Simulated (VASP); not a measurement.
Here is a VASP 6.6.1 calculation.

POSCAR

```
Zn
1.0
    2.2681701736     -1.3084870100      0.0000000000
    2.2681701736      1.3084870100      0.0000000000
   -1.5917165425      0.0000000000      7.3004081919
Zn
3
Direct
    0.0000000000      0.0000000000      0.0000000000
    0.2219821400      0.2219821400      0.6654950200
    0.7780178600      0.7780178600      0.3345049800
```

File INCAR.step1:

```
PREC = Accurate
ENCUT = 550
ISMEAR = 1
SIGMA = 0.063
LREAL = False
LASPH = True
NELM = 120
ISYM = 0
NBANDS = 25
GGA = PE
ALGO = Normal
EDIFF = 1E-5
LWAVE = True
LCHARG = False
GGA_COMPAT = False
```

File INCAR.step2:

```
PREC = Accurate
ENCUT = 550
EDIFF = 1E-6
ISMEAR = 1
SIGMA = 0.063
LREAL = False
LASPH = True
NELM = 120
ALGO = Normal
ISIF = 2
LWAVE = False
LCHARG = False
METAGGA = R2SCAN
LMIXTAU = True
ISYM = 0
NBANDS = 25
ISTART = 1
GGA_COMPAT = False
```

KPOINTS

```
Automatic mesh
0
Gamma
  2 2 1
  0.23 0.37 0.39
```

Potentials or basis: VASP PAW PBE potentials, release 64 (Zn).

Command:

```sh
$ cat potpaw_PBE.64/Zn/POTCAR > POTCAR
$ cp INCAR.step1 INCAR
$ mpirun -np 1 vasp_std > vasp.out
$ cp INCAR.step2 INCAR
$ mpirun -np 1 vasp_std > vasp.out
```

Question: Predict the band gap on the k mesh.

Answer: Zero (band 18 reaches 2.58 eV, above the bottom of band 19 at 0.72 eV).

Question: Predict the pressure.

Answer: 0.0 GPa.

Question: Estimate the largest force.

Answer: 0.139 eV/Å.

Stress tensor (GPa, compression positive):
```
-22.80   0.00  -6.76
  0.00  12.49   0.00
 -6.76   0.00  10.43
```

Caveat: the k points lie up to 1.39 Å⁻¹ apart; the PAW data sets were made with another functional, which shifts forces and pressure a little.
